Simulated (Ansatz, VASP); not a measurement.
As in VASP and in Ansatz

File INCAR:

```
PREC = Accurate ; ENCUT = 600
EDIFF = 1E-6 ; ISMEAR = 0
SIGMA = 0.025 ; LREAL = F
LASPH = T ; NELM = 120
ALGO = Normal ; ISIF = 2
LWAVE = F ; LCHARG = T
GGA = PE ; LELF = T
LVHAR = T ; NBANDS = 22
GGA_COMPAT = F
```

KPOINTS

```
regular mesh
0
Gamma
  9 9 9
```

File POSCAR:

```
As
1.0
    1.8807968987      1.0858785957      3.5140619945
   -1.8807968987      1.0858785957      3.5140619945
    0.0000000000     -2.1717571915      3.5140619945
As
2
Direct
    0.2260000000      0.2260000000      0.2260000000
    0.7740000000      0.7740000000      0.7740000000
```

The input input.yaml:

```yaml
crystal:
  lattice:
    - [1.8807968987, 1.0858785957, 3.5140619945]
    - [-1.8807968987, 1.0858785957, 3.5140619945]
    - [0.0, -2.1717571915, 3.5140619945]
  atoms:
    - { symbol: As, position: [0.226, 0.226, 0.226] }
    - { symbol: As, position: [0.774, 0.774, 0.774] }
hamiltonian:
  xc: pbe
  pseudopotentials: { kind: paw }
kpoints:
  mp_grid: { grid: [9, 9, 9] }
scf:
  occupations: { method: gaussian, width: 0.025 }
output:
  forces: true
  stress: true
  eigenvalues: true
  write_density: true
  write_potential: true
  elf: true
  volumetric_format: npy
```

Alike in both runs: task single point; functional PBE; k mesh 9 × 9 × 9; occupations gaussian, width 0.025 eV; no spin polarisation.

```csv
,VASP,Ansatz
version,VASP 6.6.1,Ansatz 0.2.0
potentials or method,"VASP PAW PBE potentials, release 64 (As_d)",Ansatz PAW
plane-wave cutoff (eV),600,420
valence electrons in the cell,30,30
```

```tsv
	VASP	Ansatz	Ansatz less VASP
gap on the k mesh at the Fermi level (eV)	none	none	-
pressure (GPa)	3.8	3.7	-0.02
traceless stress, the component that is largest in VASP (GPa)	-0.32	-0.30	+0.014
rms of the force components (eV/Å)	0.257	0.249	-0.0084
```

Atom by atom the forces differ by 0.008 eV/Å (rms over components). A gap of «none» marks a metal or a gap that the smearing closes. The functional is the same, so the differences come from potentials, cutoffs and numerics.
